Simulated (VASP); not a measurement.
# Co4Ge (P6/mmm) in VASP: notebook

Runs on Co4Ge. Level: PBE. Tasks: single point.

All numbers are computed with VASP 6.6.1; they aren't measurements. Logs are shortened: lines on timing, memory, paths and dates and some standing lists are left out, and cuts for length are marked.

### Step 1. The cell of the first run

It takes space group P6/mmm (No. 191, hexagonal). The conventional cell has a = 3.823 Å, b = 3.823 Å, c = 5.690 Å, α = 90.00°, β = 90.00°, γ = 120.00°. Co (site symmetry 6mm) has 1 Ge at 1.86 Å and 7 Co at 1.98 to 2.42 Å within 2.5 Å. Co (site symmetry -6m2) has 9 Co at 2.21 to 2.42 Å within 2.9 Å. Within 2.5 Å of Ge (site symmetry 6/mmm) lie 2 Co at 1.86 Å.

The cell was generated, and may not be a known phase.

### Step 2. Single point, PBE, collinear spin, ferromagnetic start

Contents of INCAR:

```
SYSTEM = Co4Ge
ALGO = Fast ; EDIFF = 1E-7
ENCUT = 520 ; GGA = PE
ISIF = 2 ; ISMEAR = 0
ISPIN = 2 ; LASPH = .True.
LCHARG = .False. ; LMAXMIX = 4
LORBIT = 11 ; LREAL = .False.
LWAVE = .False. ; MAGMOM = 3 3 3 3 0
NBANDS = 37 ; NELM = 150
PREC = Accurate ; SIGMA = 0.1
```

Contents of KPOINTS:

```
k-points
0
Gamma
  6 6 4
  0 0 0
```

Contents of POSCAR:

```
Co4Ge
1.0
    3.8229474700      0.0000000000      0.0000000000
   -1.9114737300      3.3107696300      0.0000000000
    0.0000000000      0.0000000000      5.6899708500
Co Ge
4 1
Direct
    0.0000000000      0.0000000000      0.6738112200
    0.0000000000      0.0000000000      0.3261887800
    0.3333333300      0.6666666700      0.5000000000
    0.6666666700      0.3333333300      0.5000000000
    0.0000000000      0.0000000000      0.0000000000
```

Potentials or basis: VASP PAW PBE potentials, release 64 (Co, Ge_d).

Command:

```
> cat potpaw_PBE.64/Co/POTCAR potpaw_PBE.64/Ge_d/POTCAR > POTCAR
> mpirun -np 1 vasp_std > vasp.out
```

OUTCAR:

```text
SYSTEM = Co4Ge
   EDIFF = 1E-7
   ENCUT = 520
   GGA = PE
   ISIF = 2
   ISMEAR = 0
   ISPIN = 2
   LASPH = .True.
   LORBIT = 11
   LREAL = .False.
   NELM = 150
   PREC = Accurate

 ion  position               nearest neighbor table
   1  0.000  0.000  0.674-   5 1.86   2 1.98   4 2.42   3 2.42   4 2.42   3 2.42   4 2.42   3 2.42

   2  0.000  0.000  0.326-   5 1.86   1 1.98   4 2.42   3 2.42   4 2.42   3 2.42   4 2.42   3 2.42

   3  0.333  0.667  0.500-   4 2.21   4 2.21   4 2.21   1 2.42   2 2.42   2 2.42   1 2.42   2 2.42
                             1 2.42
   4  0.667  0.333  0.500-   3 2.21   3 2.21   3 2.21   1 2.42   2 2.42   1 2.42   2 2.42   1 2.42
                             2 2.42
   5  0.000  0.000  0.000-   1 1.86   2 1.86

  LATTYP: Found a hexagonal cell.
 ALAT       =     3.8229474700
 C/A-ratio  =     1.4883727529

  Lattice vectors:

 A1 = (   3.8229474700,   0.0000000000,   0.0000000000)
 A2 = (  -1.9114737300,   3.3107696300,   0.0000000000)
 A3 = (   0.0000000000,   0.0000000000,   5.6899708500)

Analysis of symmetry for initial positions (statically):
=====================================================================
 Subroutine PRICEL returns:
 Original cell was already a primitive cell.

 Routine SETGRP: Setting up the symmetry group for a
 hexagonal supercell.

 Subroutine GETGRP returns: Found 24 space group operations
 (whereof 24 operations were pure point group operations)
 out of a pool of 24 trial point group operations.

The static configuration has the point symmetry D_6h.

Analysis of symmetry for dynamics (positions and initial velocities):
=====================================================================
 Subroutine PRICEL returns:
 Original cell was already a primitive cell.

 Routine SETGRP: Setting up the symmetry group for a
 hexagonal supercell.

 Subroutine GETGRP returns: Found 24 space group operations
 (whereof 24 operations were pure point group operations)
 out of a pool of 24 trial point group operations.

The dynamic configuration has the point symmetry D_6h.

Analysis of structural, dynamic, and magnetic symmetry:
=====================================================================
 Subroutine PRICEL returns:
 Original cell was already a primitive cell.

 Routine SETGRP: Setting up the symmetry group for a
 hexagonal supercell.

 Subroutine GETGRP returns: Found 24 space group operations
 (whereof 24 operations were pure point group operations)
 out of a pool of 24 trial point group operations.

The overall configuration has the point symmetry D_6h.

 Subroutine INISYM returns: Found 24 space group operations
 (whereof 24 operations are pure point group operations),
 and found     1 'primitive' translations

----------------------------------------------------------------------------------------

                                     Primitive cell

  volume of cell :      72.0174

  direct lattice vectors                    reciprocal lattice vectors
     3.822947470  0.000000000  0.000000000     0.261578274  0.151022286  0.000000000
    -1.911473730  3.310769630  0.000000000     0.000000000  0.302044573  0.000000000
     0.000000000  0.000000000  5.689970850     0.000000000  0.000000000  0.175747825

  length of vectors
     3.822947470  3.822947471  5.689970850     0.302044573  0.302044573  0.175747825

  position of ions in fractional coordinates (direct lattice)
     0.000000000  0.000000000  0.673811220
     0.000000000  0.000000000  0.326188780
     0.333333330  0.666666670  0.500000000
     0.666666670  0.333333330  0.500000000
     0.000000000  0.000000000  0.000000000

  ion indices of the primitive-cell ions
   primitive index   ion index
                 1           1
                 2           2
                 3           3
                 4           4
                 5           5

----------------------------------------------------------------------------------------

 KPOINTS: k-points

Automatic generation of k-mesh.
[... 24 lines left out ...]
  0.166667  0.000000  0.000000      6.000000
  0.333333  0.000000  0.000000      6.000000
  0.500000  0.000000  0.000000      3.000000
  0.166667  0.166667  0.000000      6.000000
  0.333333  0.166667  0.000000     12.000000
[... 13 lines left out ...]
  0.333333  0.166667  0.500000     12.000000
  0.333333  0.333333  0.500000      2.000000
   k-points           NKPTS =     21   k-points in BZ     NKDIM =     21   number of bands    NBANDS=     37
   number of dos      NEDOS =    301   number of ions     NIONS =      5
   total plane-waves  NPLWV =  32928
   dimension x,y,z NGX =    28 NGY =   28 NGZ =   42
   dimension x,y,z NGXF=    56 NGYF=   56 NGZF=   84
   ions per type =               4   1
   NGX,Y,Z   is equivalent  to a cutoff of  12.18, 12.18, 12.27 a.u.
   NGXF,Y,Z  is equivalent  to a cutoff of  24.35, 24.35, 24.54 a.u.
 SYSTEM =  Co4Ge
   PREC   = accura    normal or accurate (medium, high low for compatibility)
   ISTART =      0    job   : 0-new  1-cont  2-samecut
   ICHARG =      2    charge: 1-file 2-atom 10-const
   ISPIN  =      2    spin polarized calculation?
   LNONCOLLINEAR =      F non collinear calculations
   LSORBIT =      F    spin-orbit coupling
   LASPH  =      T    aspherical Exc in radial PAW
   ENCUT  =  520.0 eV  38.22 Ry    6.18 a.u.   7.11  7.11 10.58*2*pi/ulx,y,z
   NELM   =    150;   NELMIN=  2; NELMDL= -5     # of ELM steps
   EDIFF  = 0.1E-06   stopping-criterion for ELM
   LREAL  =      F    real-space projection
   EDIFFG = 0.1E-05   stopping-criterion for IOM
   NSW    =      0    number of steps for IOM
   IBRION =     -1    ionic relax: 0-MD 1-quasi-New 2-CG
   NFREE  =      0    steps in history (QN), initial steepest desc. (CG)
   ISIF   =      2    stress and relaxation
   ISYM   =      2    0-nonsym 1-usesym 2-fastsym
   POTIM  = 0.5000    time-step for ionic-motion
   TEBEG  =    0.0;   TEEND  =   0.0 temperature during run
   PSTRESS=    0.0 pullay stress
   NELECT =      50.0000    total number of electrons
   NUPDOWN=      -1.0000    fix difference up-down
   EMIN   =  10.00;   EMAX   =-10.00  energy-range for DOS
   EFERMI =   0.00;   METHOD = LEGACY
   ISMEAR =     0;   SIGMA  =   0.10  broadening in eV -4-tet -1-fermi 0-gaus
   EFERMI_NEDOS =   21; number of points for ismear=-14 and -15
   IALGO  =     68    algorithm
   IMIX   =      4    mixing-type and parameters
     AMIX     =   0.40;   BMIX     =  1.00
     AMIX_MAG =   1.60;   BMIX_MAG =  1.00
  volume/ion in A,a.u.               =      14.40        97.20
  Fermi-wavevector in a.u.,A,eV,Ry     =   1.449614  2.739373 28.591023  2.101381
  Thomas-Fermi vector in A             =   2.567321
   LORBIT       =     11    0 simple, 1 ext, 2 COOP (PROOUT), +10 PAW based schemes
   GGA     = PE    functional components
   LHFCALC =     F    Hartree Fock is set to
   AEXX    =    0.0000 exact exchange contribution
   IVDW    =     0    specifies the selected vdW correction
   LEPSILON=     F    determine dielectric tensor
   LRPA    =     F    only Hartree local field effects (RPA)
 spin polarized calculation
 RMM-DIIS sequential band-by-band and
 Gauss-broadening in eV      SIGMA  =   0.10
  energy-cutoff  :      520.00
  volume of cell :       72.02
 maximum number of plane-waves:      1959
   NGX = 15   NGY = 15   NGZ = 21

 number of electron      50.0000000 magnetization      12.0000000

 number of electron      49.9999978 magnetization       2.2746045

 Free energy of the ion-electron system (eV)
  ---------------------------------------------------
  ext. energy  EPLUGINS =         0.00000000
  ---------------------------------------------------
  free energy    TOTEN  =       -25.92941396 eV

  energy without entropy =      -25.89971190  energy(sigma->0) =      -25.91456293

 E-fermi :   6.8839     XC(G=0): -11.5018

 val. band max:        6.8688285803   @ k =   0.1667   0.1667   0.5000
 cond. band min:       6.8885597828   @ k =   0.1667   0.0000   0.2500
 fundamental gap:      0.0197312025
 Fermi energy:         6.8839067074

 spin component 1

 k-point     1 :       0.0000    0.0000    0.0000
  band No.  band energies     occupation
      1     -17.5286      1.00000
      2     -17.3412      1.00000
      3     -17.3412      1.00000
      4     -17.2424      1.00000
      5     -17.2424      1.00000
      6      -2.8749      1.00000
[... 829 lines left out ...]
     36      18.2929      0.00000
     37      18.2930      0.00000
 Fermi energy:         6.8839067074

 spin component 2

 k-point     1 :       0.0000    0.0000    0.0000
  band No.  band energies     occupation
      1     -17.5277      1.00000
      2     -17.3432      1.00000
      3     -17.3432      1.00000
      4     -17.2444      1.00000
      5     -17.2444      1.00000
      6      -2.8874      1.00000
[... 829 lines left out ...]
     36      18.3698      0.00000
     37      18.3782      0.00000

------------------------ aborting loop because EDIFF is reached ----------------------------------------

  FORCE on cell =-STRESS in cart. coord.  units (eV):
  Direction    XX          YY          ZZ          XY          YZ          ZX
  --------------------------------------------------------------------------------------
  -------------------------------------------------------------------------------------
  Total        3.1570909      3.1570909     41.2600176      0.0000000      0.0000000      0.0000000
  in kB       70.2360921     70.2360923    917.9153999      0.0000001      0.0000000      0.0000000
  external PRESSURE =     352.7958615 kB  Pullay stress =       0.0000000 kB

 VOLUME and BASIS-vectors are now :
 -----------------------------------------------------------------------------
  energy-cutoff  :      520.00
  volume of cell :       72.02
      direct lattice vectors                 reciprocal lattice vectors
     3.822947470  0.000000000  0.000000000     0.261578274  0.151022286  0.000000000
    -1.911473730  3.310769630  0.000000000     0.000000000  0.302044573  0.000000000
     0.000000000  0.000000000  5.689970850     0.000000000  0.000000000  0.175747825

 POSITION                                       TOTAL-FORCE (eV/Angst)
 -----------------------------------------------------------------------------------
      0.00000      0.00000      3.83397         0.000000     -0.000000     -4.006776
      0.00000      0.00000      1.85600        -0.000000      0.000000      4.006776
     -0.00000      2.20718      2.84499        -0.000000     -0.000000     -0.000000
      1.91147      1.10359      2.84499        -0.000000      0.000000      0.000000
      0.00000      0.00000      0.00000         0.000000      0.000000     -0.000000
 -----------------------------------------------------------------------------------
    total drift:                               -0.000000      0.000000      0.000000

  FREE ENERGIE OF THE ION-ELECTRON SYSTEM (eV)
  ---------------------------------------------------
  free  energy   TOTEN  =       -25.9294139639 eV

  energy  without entropy=      -25.8997118992  energy(sigma->0) =      -25.91456293

 total charge

# of ion       s       p       d       tot
------------------------------------------
    1        0.607   0.635   7.633   8.875
    2        0.607   0.635   7.633   8.875
    3        0.546   0.559   7.324   8.429
    4        0.546   0.559   7.324   8.429
    5        1.319   1.266  10.165  12.750
--------------------------------------------------
tot          3.624   3.655  40.079  47.358

 magnetization (x)

# of ion       s       p       d       tot
------------------------------------------
    1       -0.017  -0.018   0.109   0.074
    2       -0.017  -0.018   0.109   0.074
    3        0.005  -0.016   1.090   1.079
    4        0.005  -0.016   1.090   1.079
    5        0.001  -0.016   0.004  -0.011
--------------------------------------------------
tot         -0.024  -0.083   2.403   2.296
```

Wall time 3.9 min (1 thread of Intel Xeon Platinum 8259CL at 2.50GHz (Skylake/Cascade Lake), shared host); peak memory 0.25 GiB.

What came out:

* Free energy: -25.9294 eV
* Pressure: 35.3 GPa
* Largest force: 4.007 eV/Å
* Net moment: 2.27 μB per cell
* Site moments: Co +0.07, +1.08 (each value once); Ge -0.01 μB
* Valence electrons inside the program's atomic spheres: Co 8.88, 8.43 (each value once); Ge 12.75

Forces on the atoms (eV/Å):
```
Co   0.000  0.000 -4.007
Co   0.000  0.000  4.007
Co   0.000  0.000  0.000
Co   0.000  0.000  0.000
Ge   0.000  0.000  0.000
```

Levels at points of the mesh, in eV from the Fermi level:
Spin up:
| k point | band 22 | band 23 | band 24 | band 25 | band 26 | band 27 | band 28 | band 29 | band 30 | band 31 |
| --- | --- | --- | --- | --- | --- | --- | --- | --- | --- | --- |
| (0.00, 0.00, 0.00) | -1.32 | -1.15 | -1.15 | -0.58 | -0.58 | 0.08 | 0.08 | 3.63 | 3.63 | 8.34 |
| (0.50, 0.00, 0.00) | -1.12 | -0.90 | -0.66 | -0.41 | 0.13 | 0.29 | 0.41 | 0.76 | 1.57 | 2.82 |
| (0.00, 0.00, 0.50) | -1.30 | -1.14 | -0.89 | -0.89 | 0.07 | 0.07 | 2.43 | 4.45 | 4.45 | 4.76 |
| (0.50, 0.00, 0.50) | -1.55 | -1.18 | -0.07 | 0.12 | 0.23 | 0.29 | 0.55 | 0.97 | 2.87 | 2.89 |
Spin down:
| k point | band 22 | band 23 | band 24 | band 25 | band 26 | band 27 |
| --- | --- | --- | --- | --- | --- | --- |
| (0.00, 0.00, 0.00) | -0.60 | -0.33 | -0.14 | -0.14 | 0.17 | 0.56 |
| (0.50, 0.00, 0.00) | -0.64 | -0.64 | -0.58 | 0.63 | 0.74 | 0.89 |
| (0.00, 0.00, 0.50) | -0.33 | -0.25 | -0.25 | 0.18 | 0.56 | 0.56 |
| (0.50, 0.00, 0.50) | -0.70 | -0.62 | 0.32 | 0.89 | 0.97 | 1.14 |

Caveat: the stress differs along the axes, from 7 to 92 GPa; forces of over 1 eV/Å act on the atoms, so gaps and moduli don't describe the material at rest.

### Step 3. Single point, PBE, collinear spin, ferromagnetic start

This run uses another cell than the first one, of 17.15 Å³/atom.

Contents of INCAR:

```
PREC     = Accurate       # precision mode
ENCUT    = 520            # plane-wave cutoff, eV
EDIFF    = 1E-6           # SCF threshold, eV
ISMEAR   = 0              # smearing method
SIGMA    = 0.1            # smearing width, eV
LREAL    = F              # projectors in reciprocal space
LASPH    = T              # aspherical terms in the spheres
NELM     = 150            # most SCF steps
ALGO     = Normal         # electronic algorithm
ISIF     = 2              # what is computed and relaxed
LWAVE    = F              # write WAVECAR
LCHARG   = F              # write CHGCAR
ISPIN    = 2              # spin polarisation
MAGMOM   = 3 3 3 3 0      # initial moments
LORBIT   = 11             # projections on sites
LMAXMIX  = 4              # l up to which the mixer works
GGA      = PE             # functional
NBANDS   = 37             # bands
```

Contents of KPOINTS:

```
regular mesh
0
Gamma
  6 6 4
```

Contents of POSCAR:

```
Co4Ge
1.0
    3.7701907083     -0.0000000028      0.0000000000
   -1.8850953517      3.2650809320      0.0000000000
    0.0000000000      0.0000000000      6.9674660366
Co Ge
4 1
Direct
    0.0000000000      0.0000000000      0.6774828499
    0.0000000000      0.0000000000      0.3225171501
    0.3333333333      0.6666666667      0.5000000000
    0.6666666667      0.3333333333      0.5000000000
    0.0000000000      0.0000000000      0.0000000000
```

Potentials or basis: VASP PAW PBE potentials, release 64 (Co, Ge_d).

Command:

```
> cat potpaw_PBE.64/Co/POTCAR potpaw_PBE.64/Ge_d/POTCAR > POTCAR
> mpirun -np 1 vasp_std > vasp.out
```

It took 3.4 min on 1 thread of Intel Xeon Platinum 8259CL at 2.50GHz (Skylake/Cascade Lake), shared host; peak memory 0.28 GiB.

The run converged. Its results:

| Item | Value |
| --- | --- |
| Free energy | -29.1544 eV |
| Pressure | -0.2 GPa |
| Largest force | 0.041 eV/Å |
| Net moment | 5.68 μB per cell |
| Site moments | Co +1.34, +1.60 (each value once); Ge -0.10 μB |
| Valence electrons inside the program's atomic spheres | Co 8.17, 8.38 (each value once); Ge 12.23 |

Forces on the atoms (eV/Å):
```
Co   0.000  0.000 -0.041
Co   0.000  0.000  0.041
Co   0.000  0.000  0.000
Co   0.000  0.000  0.000
Ge   0.000  0.000  0.000
```

Stress tensor (GPa, compression positive):
```
-0.46  0.00  0.00
 0.00 -0.46  0.00
 0.00  0.00  0.19
```

Levels at points of the mesh, in eV from the Fermi level:
Spin up:
```csv
k point,band 24,band 25,band 26,band 27,band 28,band 29,band 30,band 31,band 32,band 33
"(0.00, 0.00, 0.00)",-1.03,-0.97,-0.97,-0.70,-0.70,3.60,3.60,4.76,6.95,7.93
"(0.50, 0.00, 0.00)",-1.31,-0.65,-0.48,-0.31,-0.23,0.40,1.25,1.61,1.88,4.73
"(0.00, 0.00, 0.50)",-0.88,-0.88,-0.70,-0.70,0.20,1.22,3.72,3.72,7.87,8.37
"(0.50, 0.00, 0.50)",-0.71,-0.57,-0.48,-0.31,-0.30,0.16,0.89,2.57,3.34,3.60
```
Spin down:
```tsv
k point	band 20	band 21	band 22	band 23	band 24	band 25
(0.00, 0.00, 0.00)	-0.39	-0.13	0.30	0.30	0.44	0.67
(0.50, 0.00, 0.00)	-0.48	-0.45	-0.33	-0.20	0.01	0.61
(0.00, 0.00, 0.50)	-0.38	0.44	0.49	0.49	0.59	0.59
(0.50, 0.00, 0.50)	-0.49	-0.48	-0.36	-0.20	0.51	0.77
```
